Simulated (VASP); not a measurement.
# Al18H2O in VASP: single point with PBE+D3(BJ)

Aim: the single point of Al18H2O with PBE+D3(BJ).

Everything below comes from runs of VASP 6.6.1. Logs are shortened: lines on timing, memory, paths and dates and some standing lists are left out, and cuts for length are marked.

### Step 1. The cell of the first run

The cell holds a slab with vacuum, 42 atoms: a = 8.449 Å, b = 8.449 Å, c = 25.424 Å, α = 90.00°, β = 90.00°, γ = 90.00°.

### Step 2. Single point, PBE+D3(BJ)

File INCAR:

```
PREC     = Accurate       # precision mode
ENCUT    = 520            # plane-wave cutoff, eV
EDIFF    = 1E-7           # SCF threshold, eV
ISMEAR   = 0              # smearing method
SIGMA    = 0.1            # smearing width, eV
LREAL    = Auto         
LASPH    = True           # aspherical terms in the spheres
NELM     = 60             # most SCF steps
ALGO     = Normal         # electronic algorithm
ISIF     = 2              # what is computed and relaxed
LWAVE    = False          # write WAVECAR
LCHARG   = False          # write CHGCAR
LDIPOL   = True         
IDIPOL   = 3            
DIPOL    = 0.5 0.5 0.471
GGA      = PE             # functional
IVDW     = 12             # dispersion correction
NBANDS   = 89             # bands
```

File KPOINTS:

```
regular mesh
0
Gamma
  3 3 1
```

File POSCAR:

```
Al18H2O
1.0
    8.4486369609      0.0000000000      0.0000000000
    0.0000000000      8.4486369609      0.0000000000
    0.0000000000      0.0000000000     25.4236884869
Al O H
36 2 4
Direct
    0.1666666667      0.1666666667      0.3146671658
    0.1666666667      0.5000000000      0.3146671658
    0.1666666667      0.8333333333      0.3146671658
    0.5000000000      0.1666666667      0.3146671658
    0.5000000000      0.5000000000      0.3146671658
    0.5000000000      0.8333333333      0.3146671658
    0.8333333333      0.1666666667      0.3146671658
    0.8333333333      0.5000000000      0.3146671658
    0.8333333333      0.8333333333      0.3146671658
    0.3333333333      0.3333333333      0.3929942279
    0.3333333333      0.6666666667      0.3929942279
    0.3333333333      0.0000000000      0.3929942279
    0.6666666667      0.3333333333      0.3929942279
    0.6666666667      0.6666666667      0.3929942279
    0.6666666667      0.0000000000      0.3929942279
    0.0000000000      0.3333333333      0.3929942279
    0.0000000000      0.6666666667      0.3929942279
    0.0000000000      0.0000000000      0.3929942279
    0.5016338088      0.4976610192      0.4810039786
    0.4997839237      0.8332170643      0.4792404243
    0.5011682841      0.1676167524      0.4807367154
    0.8319577998      0.4983072859      0.4805056742
    0.8334794304      0.8340428719      0.4789433789
    0.8318092722      0.1678208217      0.4803533432
    0.1674162745      0.4996517453      0.4793548999
    0.1674669578      0.8338064369      0.4795009858
    0.1663531079      0.1662858102      0.4795009620
    0.6675474577      0.6687562772      0.5598112299
    0.6669310363     -0.0000620794      0.5609897980
    0.6659402609      0.3312877897      0.5736506821
    0.0018419681      0.6679152134      0.5605976014
    0.0002272155      0.0002851121      0.5623240143
   -0.0017664166      0.3332910415      0.5607956246
    0.3345860507      0.6658009353      0.5626809353
    0.3332926101     -0.0012454280      0.5623537031
    0.3310714599      0.3324644299      0.5609201552
   -0.1449711177     -0.4428348738      0.6871738284
    0.6585234911      0.3406111668      0.6528315475
   -0.0403873014     -0.4858051417      0.6791821775
   -0.1582089154     -0.3628869617      0.6592419053
    0.7323901190      0.4245482680      0.6684663259
    0.5511556968      0.3640736377      0.6647118858
```

Potentials or basis: VASP PAW PBE potentials, release 64 (Al, O, H).

On the command line:

```sh
> cat potpaw_PBE.64/Al/POTCAR potpaw_PBE.64/O/POTCAR potpaw_PBE.64/H/POTCAR > POTCAR
> mpirun -np 1 vasp_std > vasp.out
```

OUTCAR:

```text
PREC = Accurate
   ENCUT = 520
   EDIFF = 1E-7
   ISMEAR = 0
   LREAL = Auto
   LASPH = True
   NELM = 60
   ISIF = 2
   GGA = PE
   IVDW = 12
 IVDW          = 12

 ion  position               nearest neighbor table
   1  0.167  0.167  0.315-  10 2.82  12 2.82  16 2.82  18 2.82   2 2.82   4 2.82   3 2.82   7 2.82

   2  0.167  0.500  0.315-  10 2.82  11 2.82  16 2.82  17 2.82   3 2.82   5 2.82   1 2.82   8 2.82

   3  0.167  0.833  0.315-  11 2.82  12 2.82  17 2.82  18 2.82   2 2.82   6 2.82   1 2.82   9 2.82

   4  0.500  0.167  0.315-  10 2.82  13 2.82  12 2.82  15 2.82   5 2.82   7 2.82   1 2.82   6 2.82

   5  0.500  0.500  0.315-  10 2.82  11 2.82  13 2.82  14 2.82   2 2.82   4 2.82   6 2.82   8 2.82

   6  0.500  0.833  0.315-  11 2.82  14 2.82  12 2.82  15 2.82   5 2.82   9 2.82   3 2.82   4 2.82
[... 55 lines left out ...]
  34  0.335  0.666  0.563-  31 2.81  35 2.81  28 2.81  36 2.82  19 2.88  20 2.91  25 2.91  26 2.91

  35  0.333  0.999  0.562-  34 2.81  32 2.81  29 2.82  36 2.82  26 2.89  21 2.89  20 2.90  27 2.90

  36  0.331  0.332  0.561-  33 2.81  34 2.82  35 2.82  30 2.85  19 2.86  21 2.86  27 2.86  25 2.86

  37  0.855  0.557  0.687-  39 0.98  40 0.99
  38  0.659  0.341  0.653-  42 0.98  41 1.02  30 2.02
  39  0.960  0.514  0.679-  37 0.98
  40  0.842  0.637  0.659-  37 0.99
  41  0.732  0.425  0.668-  38 1.02
  42  0.551  0.364  0.665-  38 0.98

  LATTYP: Found a simple tetragonal cell.
 ALAT       =     8.4486369609
 C/A-ratio  =     3.0092059352

  Lattice vectors:

 A1 = (   8.4486369609,   0.0000000000,   0.0000000000)
 A2 = (   0.0000000000,   8.4486369609,   0.0000000000)
 A3 = (   0.0000000000,   0.0000000000,  25.4236884869)

Analysis of symmetry for initial positions (statically):
=====================================================================
 Subroutine PRICEL returns:
 Original cell was already a primitive cell.

 Routine SETGRP: Setting up the symmetry group for a
 simple tetragonal supercell.

 Subroutine GETGRP returns: Found  1 space group operations
 (whereof  1 operations were pure point group operations)
 out of a pool of 16 trial point group operations.

The static configuration has the point symmetry C_1 .

Analysis of symmetry for dynamics (positions and initial velocities):
=====================================================================
 Subroutine PRICEL returns:
 Original cell was already a primitive cell.

 Routine SETGRP: Setting up the symmetry group for a
 simple tetragonal supercell.

 Subroutine GETGRP returns: Found  1 space group operations
 (whereof  1 operations were pure point group operations)
 out of a pool of 16 trial point group operations.

The dynamic configuration has the point symmetry C_1 .

 Subroutine INISYM returns: Found  1 space group operations
 (whereof  1 operations are pure point group operations),
 and found     1 'primitive' translations

----------------------------------------------------------------------------------------

                                     Primitive cell

  volume of cell :    1814.7293

  direct lattice vectors                    reciprocal lattice vectors
     8.448636961  0.000000000  0.000000000     0.118362288  0.000000000  0.000000000
     0.000000000  8.448636961  0.000000000     0.000000000  0.118362288  0.000000000
     0.000000000  0.000000000 25.423688487     0.000000000  0.000000000  0.039333396

  length of vectors
     8.448636961  8.448636961 25.423688487     0.118362288  0.118362288  0.039333396

  position of ions in fractional coordinates (direct lattice)
     0.166666667  0.166666667  0.314667166
     0.166666667  0.500000000  0.314667166
     0.166666667  0.833333333  0.314667166
     0.500000000  0.166666667  0.314667166
     0.500000000  0.500000000  0.314667166
     0.500000000  0.833333333  0.314667166
[... 34 lines left out ...]
     0.732390119  0.424548268  0.668466326
     0.551155697  0.364073638  0.664711886

  ion indices of the primitive-cell ions
   primitive index   ion index
                 1           1
                 2           2
                 3           3
                 4           4
                 5           5
                 6           6
[... 34 lines left out ...]
                41          41
                42          42

----------------------------------------------------------------------------------------

 KPOINTS: regular mesh

Automatic generation of k-mesh.
 Grid dimensions read from file:
 generate k-points for:    3    3    1

 Generating k-lattice:

  Cartesian coordinates                     Fractional coordinates (reciprocal lattice)
     0.039454096  0.000000000  0.000000000     0.333333333  0.000000000  0.000000000
     0.000000000  0.039454096  0.000000000     0.000000000  0.333333333  0.000000000
     0.000000000  0.000000000  0.039333396     0.000000000  0.000000000  1.000000000

  Length of vectors
     0.039454096  0.039454096  0.039333396

  Shift w.r.t. Gamma in fractional coordinates (k-lattice)
     0.000000000  0.000000000  0.000000000

 Subroutine IBZKPT returns following result:
 ===========================================

 Found      5 irreducible k-points:

 Following reciprocal coordinates:
            Coordinates               Weight
  0.000000  0.000000  0.000000      1.000000
  0.333333  0.000000  0.000000      2.000000
  0.000000  0.333333  0.000000      2.000000
  0.333333  0.333333  0.000000      2.000000
 -0.333333  0.333333  0.000000      2.000000
   k-points           NKPTS =      5   k-points in BZ     NKDIM =      5   number of bands    NBANDS=     89
   number of dos      NEDOS =    301   number of ions     NIONS =     42
   total plane-waves  NPLWV = 786432
   dimension x,y,z NGX =    64 NGY =   64 NGZ =  192
   dimension x,y,z NGXF=   128 NGYF=  128 NGZF=  384
   ions per type =              36   2   4
   NGX,Y,Z   is equivalent  to a cutoff of  12.59, 12.59, 12.55 a.u.
   NGXF,Y,Z  is equivalent  to a cutoff of  25.19, 25.19, 25.11 a.u.
 SYSTEM =  unknown system
   PREC   = accura    normal or accurate (medium, high low for compatibility)
   ISTART =      0    job   : 0-new  1-cont  2-samecut
   ICHARG =      2    charge: 1-file 2-atom 10-const
   ISPIN  =      1    spin polarized calculation?
   LNONCOLLINEAR =      F non collinear calculations
   LSORBIT =      F    spin-orbit coupling
   LASPH  =      T    aspherical Exc in radial PAW
   ENCUT  =  520.0 eV  38.22 Ry    6.18 a.u.  15.71 15.71 47.27*2*pi/ulx,y,z
   NELM   =     60;   NELMIN=  2; NELMDL= -5     # of ELM steps
   EDIFF  = 0.1E-06   stopping-criterion for ELM
   LREAL  =      T    real-space projection
   EDIFFG = 0.1E-05   stopping-criterion for IOM
   NSW    =      0    number of steps for IOM
   IBRION =     -1    ionic relax: 0-MD 1-quasi-New 2-CG
   NFREE  =      0    steps in history (QN), initial steepest desc. (CG)
   ISIF   =      2    stress and relaxation
   ISYM   =      2    0-nonsym 1-usesym 2-fastsym
   POTIM  = 0.5000    time-step for ionic-motion
   TEBEG  =    0.0;   TEEND  =   0.0 temperature during run
   PSTRESS=    0.0 pullay stress
   NELECT =     124.0000    total number of electrons
   NUPDOWN=      -1.0000    fix difference up-down
   EMIN   =  10.00;   EMAX   =-10.00  energy-range for DOS
   EFERMI =   0.00;   METHOD = LEGACY
   ISMEAR =     0;   SIGMA  =   0.10  broadening in eV -4-tet -1-fermi 0-gaus
   EFERMI_NEDOS =   21; number of points for ismear=-14 and -15
   IALGO  =     38    algorithm
   IMIX   =      4    mixing-type and parameters
     AMIX     =   0.40;   BMIX     =  1.00
     AMIX_MAG =   1.60;   BMIX_MAG =  1.00
  volume/ion in A,a.u.               =      43.21       291.58
  Fermi-wavevector in a.u.,A,eV,Ry     =   0.669286  1.264766  6.094636  0.447943
  Thomas-Fermi vector in A             =   1.744454
   LORBIT       =      0    0 simple, 1 ext, 2 COOP (PROOUT), +10 PAW based schemes
   GGA     = PE    functional components
   LHFCALC =     F    Hartree Fock is set to
   AEXX    =    0.0000 exact exchange contribution
   IVDW    =    12    specifies the selected vdW correction
   LEPSILON=     F    determine dielectric tensor
   LRPA    =     F    only Hartree local field effects (RPA)
 non-spin polarized calculation
 Gauss-broadening in eV      SIGMA  =   0.10
  energy-cutoff  :      520.00
  volume of cell :     1814.73
 maximum number of plane-waves:     48932
   NGX = 31   NGY = 31   NGZ = 95

 dipolmoment           0.000000      0.000000      0.511730 electrons x Angstroem

 number of electron     124.0000004 magnetization

 dipolmoment           0.000000      0.000000     -0.244322 electrons x Angstroem

 Free energy of the ion-electron system (eV)
  ---------------------------------------------------
  ext. energy  EPLUGINS =         0.00000000
  ---------------------------------------------------
  free energy    TOTEN  =      -155.96394180 eV

  energy without entropy =     -155.92404377  energy(sigma->0) =     -155.94399279

 E-fermi :   0.0953     XC(G=0):  -4.3321

 val. band max:       -0.0228925691   @ k =   0.0000   0.3333   0.0000
 cond. band min:       0.1597712517   @ k =   0.0000   0.3333   0.0000
 fundamental gap:      0.1826638209
 Fermi energy:         0.0953112797

 k-point     1 :       0.0000    0.0000    0.0000
  band No.  band energies     occupation
      1     -22.8367      2.00000
      2     -22.2758      2.00000
      3     -10.5999      2.00000
      4     -10.5921      2.00000
      5      -9.9503      2.00000
      6      -9.4351      2.00000
[... 374 lines left out ...]
     73       1.4640      0.00000
     74       1.4928      0.00000
 [bands above 74 left out]

------------------------ aborting loop because EDIFF is reached ----------------------------------------

 vacuum level on the upper side and lower side of the slab       (xc-potential included)        -0.328         0.282

 Edisp (eV)   -8.95708

 E8    (eV) :    -4.1101

  FORCE on cell =-STRESS in cart. coord.  units (eV):
  Direction    XX          YY          ZZ          XY          YZ          ZX
  --------------------------------------------------------------------------------------
  -------------------------------------------------------------------------------------
  Total     -28.54134   -28.41369     7.48335    -0.00337    -0.05531     0.02897
  in kB     -25.19841   -25.08571     6.60686    -0.00298    -0.04883     0.02558
  external pressure =      -14.56 kB  Pullay stress =        0.00 kB

 VOLUME and BASIS-vectors are now :
 -----------------------------------------------------------------------------
  energy-cutoff  :      520.00
  volume of cell :     1814.73
      direct lattice vectors                 reciprocal lattice vectors
     8.448636961  0.000000000  0.000000000     0.118362288  0.000000000  0.000000000
     0.000000000  8.448636961  0.000000000     0.000000000  0.118362288  0.000000000
     0.000000000  0.000000000 25.423688487     0.000000000  0.000000000  0.039333396

 POSITION                                       TOTAL-FORCE (eV/Angst)
 -----------------------------------------------------------------------------------
      1.40811      1.40811      8.00000         0.003078      0.002093     -0.426679
      1.40811      4.22432      8.00000         0.003980      0.001753     -0.423147
      1.40811      7.04053      8.00000         0.006783     -0.004918     -0.419492
      4.22432      1.40811      8.00000        -0.018589     -0.010149     -0.446464
      4.22432      4.22432      8.00000        -0.018375      0.009894     -0.435990
      4.22432      7.04053      8.00000        -0.005661      0.002221     -0.434166
[... 34 lines left out ...]
      6.18770      3.58685     16.99488         0.054051      0.010070      0.021344
      4.65651      3.07593     16.89943        -0.066383     -0.022106      0.008287
 -----------------------------------------------------------------------------------
    total drift:                               -0.003593      0.013186     -0.006038

  FREE ENERGIE OF THE ION-ELECTRON SYSTEM (eV)
  ---------------------------------------------------
  free  energy   TOTEN  =      -164.9210192817 eV

  energy  without entropy=     -164.8811212495  energy(sigma->0) =     -164.90107027

 vacuum level on the upper side and lower side of the slab         3.818         4.438
```

It took 58 min on 1 thread of Intel Xeon 8259CL, shared host; peak memory 1.7 GiB.

What came out:

```
Free energy                : -164.9210 eV
Largest force              : 0.456 eV/Å
Band gap on the k mesh     : zero (bands 62 and 63 overlap by 0.34 eV)
Dispersion energy per atom : -0.213 eV
```

Forces in eV/Å, atoms in the order of the input:
```
Al   0.003  0.002 -0.427
Al   0.004  0.002 -0.423
Al   0.007 -0.005 -0.419
Al  -0.019 -0.010 -0.446
Al  -0.018  0.010 -0.436
Al  -0.006  0.002 -0.434
Al   0.015 -0.012 -0.450
Al   0.012  0.014 -0.440
Al  -0.001 -0.002 -0.433
Al  -0.020 -0.003  0.425
Al   0.013 -0.017  0.453
Al   0.011  0.019  0.443
Al  -0.006 -0.004  0.455
Al  -0.001  0.022  0.420
Al  -0.004 -0.023  0.408
Al   0.027 -0.006  0.420
Al  -0.014 -0.016  0.456
Al  -0.006  0.019  0.444
Al  -0.001  0.003  0.001
Al   0.002  0.003  0.000
Al   0.001  0.002 -0.001
Al   0.000  0.000 -0.001
Al  -0.002 -0.001  0.001
Al   0.000  0.003 -0.002
Al  -0.003  0.000 -0.001
Al   0.002 -0.001  0.001
Al   0.003  0.002  0.001
Al   0.003  0.002 -0.001
Al   0.002 -0.005 -0.002
Al   0.001 -0.008  0.013
Al   0.000  0.003  0.000
Al   0.001  0.001 -0.004
Al   0.003 -0.002 -0.001
Al  -0.005  0.003 -0.001
Al   0.004  0.003  0.000
Al  -0.004  0.000  0.000
O   -0.045 -0.021  0.007
O    0.014  0.022 -0.035
H    0.083 -0.055  0.017
H   -0.041  0.065 -0.036
H    0.054  0.010  0.021
H   -0.066 -0.022  0.008
```

The gap in the log of VASP goes by the Fermi energy; the results here count the filled bands.